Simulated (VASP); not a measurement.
# MgO (Fm-3m) in VASP: a series of runs, part 2 of 2

VASP 6.6.1. The steps go on from the part before.

## (4) Single point, PBE

File INCAR:

```
PREC = Accurate ; ENCUT = 520
EDIFF = 1E-7 ; ISMEAR = 0
SIGMA = 0.01 ; LREAL = False
LASPH = True ; NELM = 80
ALGO = Normal ; ISIF = 2
LWAVE = False ; LCHARG = False
GGA = PE ; NBANDS = 11
```

File KPOINTS:

```
Automatic mesh
0
Gamma
  6 6 6
```

File POSCAR:

```
MgO
1.0
    0.0000000000      2.0970013927      2.0970013927
    2.0970013927      0.0000000000      2.0970013927
    2.0970013927      2.0970013927      0.0000000000
Mg O
1 1
Direct
    0.0000000000      0.0000000000      0.0000000000
    0.5000000000      0.5000000000      0.5000000000
```

Potentials or basis: VASP PAW PBE potentials, release 64 (Mg, O).

Launch:

```sh
cat potpaw_PBE.64/Mg/POTCAR potpaw_PBE.64/O/POTCAR > POTCAR
mpirun -np 1 vasp_std > vasp.out
```

OUTCAR:

```text
PREC = Accurate
   ENCUT = 520
   EDIFF = 1E-7
   ISMEAR = 0
   LREAL = False
   LASPH = True
   NELM = 80
   ISIF = 2
   GGA = PE

 ion  position               nearest neighbor table
   1  0.000  0.000  0.000-   2 2.10   2 2.10   2 2.10   2 2.10   2 2.10   2 2.10
   2  0.500  0.500  0.500-   1 2.10   1 2.10   1 2.10   1 2.10   1 2.10   1 2.10

  LATTYP: Found a face centered cubic cell.
 ALAT       =     4.1940027854

  Lattice vectors:

 A1 = (   0.0000000000,   2.0970013927,   2.0970013927)
 A2 = (   2.0970013927,   0.0000000000,   2.0970013927)
 A3 = (   2.0970013927,   2.0970013927,   0.0000000000)

Analysis of symmetry for initial positions (statically):
=====================================================================
 Subroutine PRICEL returns:
 Original cell was already a primitive cell.

 Routine SETGRP: Setting up the symmetry group for a
 face centered cubic supercell.

 Subroutine GETGRP returns: Found 48 space group operations
 (whereof 48 operations were pure point group operations)
 out of a pool of 48 trial point group operations.

The static configuration has the point symmetry O_h .

Analysis of symmetry for dynamics (positions and initial velocities):
=====================================================================
 Subroutine PRICEL returns:
 Original cell was already a primitive cell.

 Routine SETGRP: Setting up the symmetry group for a
 face centered cubic supercell.

 Subroutine GETGRP returns: Found 48 space group operations
 (whereof 48 operations were pure point group operations)
 out of a pool of 48 trial point group operations.

The dynamic configuration has the point symmetry O_h .

 Subroutine INISYM returns: Found 48 space group operations
 (whereof 48 operations are pure point group operations),
 and found     1 'primitive' translations

----------------------------------------------------------------------------------------

                                     Primitive cell

  volume of cell :      18.4428

  direct lattice vectors                    reciprocal lattice vectors
     0.000000000  2.097001393  2.097001393    -0.238435702  0.238435702  0.238435702
     2.097001393  0.000000000  2.097001393     0.238435702 -0.238435702  0.238435702
     2.097001393  2.097001393  0.000000000     0.238435702  0.238435702 -0.238435702

  length of vectors
     2.965607810  2.965607810  2.965607810     0.412982751  0.412982751  0.412982751

  position of ions in fractional coordinates (direct lattice)
     0.000000000  0.000000000  0.000000000
     0.500000000  0.500000000  0.500000000

  ion indices of the primitive-cell ions
   primitive index   ion index
                 1           1
                 2           2

----------------------------------------------------------------------------------------

 KPOINTS: Automatic mesh

Automatic generation of k-mesh.
 Grid dimensions read from file:
 generate k-points for:    6    6    6

 Generating k-lattice:

  Cartesian coordinates                     Fractional coordinates (reciprocal lattice)
    -0.039739284  0.039739284  0.039739284     0.166666667  0.000000000  0.000000000
     0.039739284 -0.039739284  0.039739284     0.000000000  0.166666667  0.000000000
     0.039739284  0.039739284 -0.039739284     0.000000000  0.000000000  0.166666667

  Length of vectors
     0.068830458  0.068830458  0.068830458

  Shift w.r.t. Gamma in fractional coordinates (k-lattice)
     0.000000000  0.000000000  0.000000000

 Subroutine IBZKPT returns following result:
 ===========================================

 Found     16 irreducible k-points:

 Following reciprocal coordinates:
            Coordinates               Weight
  0.000000  0.000000  0.000000      1.000000
  0.166667  0.000000  0.000000      8.000000
  0.333333  0.000000  0.000000      8.000000
  0.500000  0.000000  0.000000      4.000000
  0.166667  0.166667  0.000000      6.000000
  0.333333  0.166667  0.000000     24.000000
[... 8 lines left out ...]
 -0.333333  0.333333  0.166667     24.000000
 -0.333333  0.500000  0.166667     12.000000
   k-points           NKPTS =     16   k-points in BZ     NKDIM =     16   number of bands    NBANDS=     11
   number of dos      NEDOS =    301   number of ions     NIONS =      2
   total plane-waves  NPLWV =  13824
   dimension x,y,z NGX =    24 NGY =   24 NGZ =   24
   dimension x,y,z NGXF=    48 NGYF=   48 NGZF=   48
   ions per type =               1   1
   NGX,Y,Z   is equivalent  to a cutoff of  13.45, 13.45, 13.45 a.u.
   NGXF,Y,Z  is equivalent  to a cutoff of  26.91, 26.91, 26.91 a.u.
 SYSTEM =  unknown system
   PREC   = accura    normal or accurate (medium, high low for compatibility)
   ISTART =      0    job   : 0-new  1-cont  2-samecut
   ICHARG =      2    charge: 1-file 2-atom 10-const
   ISPIN  =      1    spin polarized calculation?
   LNONCOLLINEAR =      F non collinear calculations
   LSORBIT =      F    spin-orbit coupling
   LASPH  =      T    aspherical Exc in radial PAW
   ENCUT  =  520.0 eV  38.22 Ry    6.18 a.u.   5.51  5.51  5.51*2*pi/ulx,y,z
   NELM   =     80;   NELMIN=  2; NELMDL= -5     # of ELM steps
   EDIFF  = 0.1E-06   stopping-criterion for ELM
   LREAL  =      F    real-space projection
   EDIFFG = 0.1E-05   stopping-criterion for IOM
   NSW    =      0    number of steps for IOM
   IBRION =     -1    ionic relax: 0-MD 1-quasi-New 2-CG
   NFREE  =      0    steps in history (QN), initial steepest desc. (CG)
   ISIF   =      2    stress and relaxation
   ISYM   =      2    0-nonsym 1-usesym 2-fastsym
   POTIM  = 0.5000    time-step for ionic-motion
   TEBEG  =    0.0;   TEEND  =   0.0 temperature during run
   PSTRESS=    0.0 pullay stress
   NELECT =       8.0000    total number of electrons
   NUPDOWN=      -1.0000    fix difference up-down
   EMIN   =  10.00;   EMAX   =-10.00  energy-range for DOS
   EFERMI =   0.00;   METHOD = LEGACY
   ISMEAR =     0;   SIGMA  =   0.01  broadening in eV -4-tet -1-fermi 0-gaus
   EFERMI_NEDOS =   21; number of points for ismear=-14 and -15
   IALGO  =     38    algorithm
   IMIX   =      4    mixing-type and parameters
     AMIX     =   0.40;   BMIX     =  1.00
     AMIX_MAG =   1.60;   BMIX_MAG =  1.00
  volume/ion in A,a.u.               =       9.22        62.23
  Fermi-wavevector in a.u.,A,eV,Ry     =   1.239261  2.341864 20.895389  1.535768
  Thomas-Fermi vector in A             =   2.373752
   LORBIT       =      0    0 simple, 1 ext, 2 COOP (PROOUT), +10 PAW based schemes
   GGA     = PE    functional components
   LHFCALC =     F    Hartree Fock is set to
   AEXX    =    0.0000 exact exchange contribution
   IVDW    =     0    specifies the selected vdW correction
   LEPSILON=     F    determine dielectric tensor
   LRPA    =     F    only Hartree local field effects (RPA)
 non-spin polarized calculation
 Gauss-broadening in eV      SIGMA  =   0.01
  energy-cutoff  :      520.00
  volume of cell :       18.44
 maximum number of plane-waves:       531
 NGX is ok and might be reduce to    24
   NGX = 11   NGY = 11   NGZ = 11

 number of electron       8.0000004 magnetization

 Free energy of the ion-electron system (eV)
  ---------------------------------------------------
  ext. energy  EPLUGINS =         0.00000000
  ---------------------------------------------------
  free energy    TOTEN  =       -11.89728973 eV

  energy without entropy =      -11.89728973  energy(sigma->0) =      -11.89728973

 E-fermi :   3.3740     XC(G=0): -11.1397

 val. band max:        3.2850120350   @ k =   0.0000   0.0000   0.0000
 cond. band min:       8.1376451808   @ k =   0.0000   0.0000   0.0000
 fundamental gap:      4.8526331458
 Fermi energy:         3.3740258787

 k-point     1 :       0.0000    0.0000    0.0000
  band No.  band energies     occupation
      1     -14.0452      2.00000
      2       3.2850      2.00000
      3       3.2850      2.00000
      4       3.2850      2.00000
      5       8.1376      0.00000
      6      19.1573      0.00000
      7      19.1573      0.00000
      8      19.1573      0.00000
      9      23.1082      0.00000
     10      24.8975      0.00000
     11      24.8975      0.00000
[... 197 lines left out ...]
 k-point    16 :      -0.3333    0.5000    0.1667
  band No.  band energies     occupation
      1     -12.4240      2.00000
      2      -0.3208      2.00000
      3       1.0125      2.00000
      4       1.5945      2.00000
      5      13.8887      0.00000
      6      14.8510      0.00000
      7      15.8797      0.00000
      8      19.9615      0.00000
      9      23.6546      0.00000
     10      28.1143      0.00000
     11      29.7005      0.00000

------------------------ aborting loop because EDIFF is reached ----------------------------------------

  FORCE on cell =-STRESS in cart. coord.  units (eV):
  Direction    XX          YY          ZZ          XY          YZ          ZX
  --------------------------------------------------------------------------------------
  -------------------------------------------------------------------------------------
  Total        0.7127527      0.7127527      0.7127527      0.0000000      0.0000000      0.0000000
  in kB       61.9189124     61.9189124     61.9189124      0.0000000      0.0000000      0.0000000
  external PRESSURE =      61.9189124 kB  Pullay stress =       0.0000000 kB

 VOLUME and BASIS-vectors are now :
 -----------------------------------------------------------------------------
  energy-cutoff  :      520.00
  volume of cell :       18.44
      direct lattice vectors                 reciprocal lattice vectors
     0.000000000  2.097001393  2.097001393    -0.238435702  0.238435702  0.238435702
     2.097001393  0.000000000  2.097001393     0.238435702 -0.238435702  0.238435702
     2.097001393  2.097001393  0.000000000     0.238435702  0.238435702 -0.238435702

 POSITION                                       TOTAL-FORCE (eV/Angst)
 -----------------------------------------------------------------------------------
      0.00000      0.00000      0.00000        -0.000000     -0.000000      0.000000
      2.09700      2.09700      2.09700         0.000000      0.000000      0.000000
 -----------------------------------------------------------------------------------
    total drift:                               -0.000000     -0.000000      0.000000

  FREE ENERGIE OF THE ION-ELECTRON SYSTEM (eV)
  ---------------------------------------------------
  free  energy   TOTEN  =       -11.8972897257 eV

  energy  without entropy=      -11.8972897257  energy(sigma->0) =      -11.89728973
```

It took 2.6 s on 1 thread of Intel Xeon 6975P-C (Granite Rapids), shared host; peak memory 0.13 GiB.

Results:

| Property | Result |
| --- | --- |
| Free energy | -11.8973 eV |
| Pressure | 6.2 GPa |
| Band gap on the k mesh | 4.85 eV, direct |

Levels at points of the mesh, in eV from the valence-band top:
| k point | band 2 | band 3 | band 4 | band 5 | band 6 | band 7 |
| --- | --- | --- | --- | --- | --- | --- |
| (0.00, 0.00, 0.00) | 0.00 | 0.00 | 0.00 | 4.85 | 15.87 | 15.87 |
| (0.50, 0.00, 0.00) | -4.67 | -0.67 | -0.67 | 7.98 | 12.75 | 16.44 |
| (0.50, 0.50, 0.00) | -4.14 | -1.37 | -1.37 | 9.13 | 10.11 | 13.24 |

Caveat: the k points lie up to 0.43 Å⁻¹ apart.

## (5) Single point, PBE

This run uses another cell than the first one, of 8.67 Å³/atom, 0.940 times its volume.

File INCAR:

```
SYSTEM = MgO
  PREC = Accurate
  ENCUT = 520
  EDIFF = 1E-6
  ISMEAR = -1
  SIGMA = 0.05
  LREAL = .FALSE.
  LASPH = .TRUE.
  NELM = 100
  ALGO = Normal
  ISIF = 2
  LWAVE = .FALSE.
  LCHARG = .FALSE.
  GGA = PE
  NBANDS = 11
```

File KPOINTS:

```
Automatic mesh
0
G
  11 11 11
  0 0 0
```

File POSCAR:

```
MgO
1.0
    0.0000000000      2.0541934342      2.0541934342
    2.0541934342      0.0000000000      2.0541934342
    2.0541934342      2.0541934342      0.0000000000
Mg O
1 1
Direct
    0.0000000000      0.0000000000      0.0000000000
    0.5000000000      0.5000000000      0.5000000000
```

Potentials or basis: VASP PAW PBE potentials, release 64 (Mg, O).

Launch:

```sh
cat potpaw_PBE.64/Mg/POTCAR potpaw_PBE.64/O/POTCAR > POTCAR
mpirun -np 1 vasp_std > vasp.out
```

OUTCAR:

```text
SYSTEM = MgO
   PREC = Accurate
   ENCUT = 520
   EDIFF = 1E-6
   ISMEAR = -1
   LREAL = .FALSE.
   LASPH = .TRUE.
   NELM = 100
   ISIF = 2
   GGA = PE

 ion  position               nearest neighbor table
   1  0.000  0.000  0.000-   2 2.05   2 2.05   2 2.05   2 2.05   2 2.05   2 2.05
   2  0.500  0.500  0.500-   1 2.05   1 2.05   1 2.05   1 2.05   1 2.05   1 2.05

  LATTYP: Found a face centered cubic cell.
 ALAT       =     4.1083868684

  Lattice vectors:

 A1 = (   0.0000000000,   2.0541934342,   2.0541934342)
 A2 = (   2.0541934342,   0.0000000000,   2.0541934342)
 A3 = (   2.0541934342,   2.0541934342,   0.0000000000)

Analysis of symmetry for initial positions (statically):
=====================================================================
 Subroutine PRICEL returns:
 Original cell was already a primitive cell.

 Routine SETGRP: Setting up the symmetry group for a
 face centered cubic supercell.

 Subroutine GETGRP returns: Found 48 space group operations
 (whereof 48 operations were pure point group operations)
 out of a pool of 48 trial point group operations.

The static configuration has the point symmetry O_h .

Analysis of symmetry for dynamics (positions and initial velocities):
=====================================================================
 Subroutine PRICEL returns:
 Original cell was already a primitive cell.

 Routine SETGRP: Setting up the symmetry group for a
 face centered cubic supercell.

 Subroutine GETGRP returns: Found 48 space group operations
 (whereof 48 operations were pure point group operations)
 out of a pool of 48 trial point group operations.

The dynamic configuration has the point symmetry O_h .

 Subroutine INISYM returns: Found 48 space group operations
 (whereof 48 operations are pure point group operations),
 and found     1 'primitive' translations

[... 120 lines left out ...]
   LHFCALC =     F    Hartree Fock is set to
   AEXX    =    0.0000 exact exchange contribution
   IVDW    =     0    specifies the selected vdW correction
   LEPSILON=     F    determine dielectric tensor
   LRPA    =     F    only Hartree local field effects (RPA)
 non-spin polarized calculation
  energy-cutoff  :      520.00
  volume of cell :       17.34
 maximum number of plane-waves:       487
 NGX is ok and might be reduce to    24
   NGX = 11   NGY = 11   NGZ = 11

 number of electron       7.9999997 magnetization

 Free energy of the ion-electron system (eV)
  ---------------------------------------------------
  ext. energy  EPLUGINS =         0.00000000
  ---------------------------------------------------
  free energy    TOTEN  =       -11.81273178 eV

  energy without entropy =      -11.81273178  energy(sigma->0) =      -11.81273178

 E-fermi :   4.8125     XC(G=0): -11.4384

 val. band max:        3.7719078586   @ k =   0.0000   0.0000   0.0000
 cond. band min:       9.2616078585   @ k =   0.0000   0.0000   0.0000
 fundamental gap:      5.4896999998
 Fermi energy:         4.8125478222

 k-point     1 :       0.0000    0.0000    0.0000
  band No.  band energies     occupation
      1     -13.8922      2.00000
      2       3.7719      2.00000
      3       3.7719      2.00000
      4       3.7719      2.00000
      5       9.2616      0.00000
      6      19.9929      0.00000
      7      19.9929      0.00000
      8      19.9929      0.00000
      9      24.1120      0.00000
     10      25.9770      0.00000
     11      25.9770      0.00000
[... 309 lines left out ...]
 k-point    24 :      -0.1818    0.1818    0.0000
  band No.  band energies     occupation
      1     -12.9982      2.00000
      2       0.7536      2.00000
      3       2.5556      2.00000
      4       3.3407      2.00000
      5      12.5651      0.00000
      6      16.2132      0.00000
      7      20.0833      0.00000
      8      22.3220      0.00000
      9      22.6745      0.00000
     10      25.9050      0.00000
     11      29.6449      0.00000

 [... further k-points ...]

------------------------ aborting loop because EDIFF is reached ----------------------------------------

  FORCE on cell =-STRESS in cart. coord.  units (eV):
  Direction    XX          YY          ZZ          XY          YZ          ZX
  --------------------------------------------------------------------------------------
  -------------------------------------------------------------------------------------
  Total        2.0135295      2.0135295      2.0135295      0.0000000      0.0000000      0.0000000
  in kB      186.0863717    186.0863717    186.0863717      0.0000000      0.0000000      0.0000000
  external PRESSURE =     186.0863717 kB  Pullay stress =       0.0000000 kB

 VOLUME and BASIS-vectors are now :
 -----------------------------------------------------------------------------
  energy-cutoff  :      520.00
  volume of cell :       17.34
      direct lattice vectors                 reciprocal lattice vectors
     0.000000000  2.054193434  2.054193434    -0.243404536  0.243404536  0.243404536
     2.054193434  0.000000000  2.054193434     0.243404536 -0.243404536  0.243404536
     2.054193434  2.054193434  0.000000000     0.243404536  0.243404536 -0.243404536

 POSITION                                       TOTAL-FORCE (eV/Angst)
 -----------------------------------------------------------------------------------
      0.00000      0.00000      0.00000        -0.000000     -0.000000     -0.000000
      2.05419      2.05419      2.05419         0.000000      0.000000      0.000000
 -----------------------------------------------------------------------------------
    total drift:                               -0.000000     -0.000000      0.000000

  FREE ENERGIE OF THE ION-ELECTRON SYSTEM (eV)
  ---------------------------------------------------
  free  energy   TOTEN  =       -11.8127317801 eV

  energy  without entropy=      -11.8127317800  energy(sigma->0) =      -11.81273178
```

stdout:

```text
POSCAR found type information on POSCAR MgO
 POSCAR found :  2 types and       2 ions
 scaLAPACK will be used
 LDA part: xc-table for (Slater+PW92), standard interpolation
 POSCAR, INCAR and KPOINTS ok, starting setup
 FFT: planning ... GRIDC
 FFT: planning ... GRID_SOFT
 FFT: planning ... GRID
 WAVECAR not read
 entering main loop
```

Run time: 11 s. Hardware: 1 thread of AMD EPYC 7R43 (Zen 3), shared host; peak memory 0.11 GiB.

Results:

| Item | Value |
| --- | --- |
| Free energy | -11.8127 eV |
| Pressure | 18.6 GPa |
| Band gap on the k mesh | 5.49 eV, direct |

PBE gaps usually lie below the measured ones, often by a third to a half.

## (6) Single point, PBE

This run uses another cell than the first one, of 8.85 Å³/atom, 0.960 times its volume.

Edit INCAR of step 5 so:

```diff
@@ -8,3 +8,3 @@
   LASPH = .TRUE.
-  NELM = 100
+  NELM = 60
   ALGO = Normal
```

File KPOINTS:

```
regular mesh
0
G
  11 11 11
  0 0 0
```

File POSCAR:

```
MgO
1.0
    0.0000000000      2.0686600618      2.0686600618
    2.0686600618      0.0000000000      2.0686600618
    2.0686600618      2.0686600618      0.0000000000
Mg O
1 1
Direct
    0.0000000000      0.0000000000      0.0000000000
    0.5000000000      0.5000000000      0.5000000000
```

Potentials or basis: VASP PAW PBE potentials, release 64 (Mg, O).

Launch:

```sh
cat potpaw_PBE.64/Mg/POTCAR potpaw_PBE.64/O/POTCAR > POTCAR
mpirun -np 1 vasp_std > vasp.out
```

Wall time 13 s (1 thread of AMD EPYC 7R43 (Zen 3), shared host); peak memory 0.11 GiB.

The run converged. Its results:

```
Free energy            : -11.8507 eV
Pressure               : 14.0 GPa
Band gap on the k mesh : 5.27 eV, direct
```

Levels at points of the mesh, in eV from the valence-band top:
| k point | band 2 | band 3 | band 4 | band 5 | band 6 | band 7 |
| --- | --- | --- | --- | --- | --- | --- |
| (0.00, 0.00, 0.00) | 0.00 | 0.00 | 0.00 | 5.27 | 16.10 | 16.10 |

A hybrid or GW would open this gap; PBE tends to underestimate it.

## (7) Overview

| task | level | potentials or basis | cell | k mesh | cutoff (eV) | smearing | gap on the mesh (eV) | pressure (GPa) | relaxed volume (Å³/atom) |
| --- | --- | --- | --- | --- | --- | --- | --- | --- | --- |
| relaxation of cell and atoms | PBE | VASP PAW PBE potentials, release 64 (Mg, O) | relaxed from a = 2.966 Å, angles 60.0°, 2 atoms | 11 × 11 × 11 | 600 | fermi-dirac 0.05 eV | 4.50 | 0.0 | 9.56 |
| relaxation of cell and atoms | LDA | VASP PAW LDA potentials, release 64 (Mg, O) | relaxed from a = 2.966 Å, angles 60.0°, 2 atoms | 11 × 11 × 11 | 600 | fermi-dirac 0.05 eV | 5.15 | 0.0 | 8.89 |
| single point | PBE | VASP PAW PBE potentials, release 64 (Mg, O) | a = 2.966 Å, angles 60.0°, 2 atoms | 6 × 6 × 6 | 520 | gaussian 0.01 eV | 4.85 | 6.2 | - |
| single point | PBE | VASP PAW PBE potentials, release 64 (Mg, O) | a = 2.905 Å, angles 60.0°, 2 atoms | 11 × 11 × 11 | 520 | fermi-dirac 0.05 eV | 5.49 | 18.6 | - |
| single point | PBE | VASP PAW PBE potentials, release 64 (Mg, O) | a = 2.926 Å, angles 60.0°, 2 atoms | 11 × 11 × 11 | 520 | fermi-dirac 0.05 eV | 5.27 | 14.0 | - |

Alike in all rows: no spin polarisation.

Caveats: some runs use coarse meshes.

Total energies depend on the potentials used, so only differences within one code and one set of settings carry meaning.
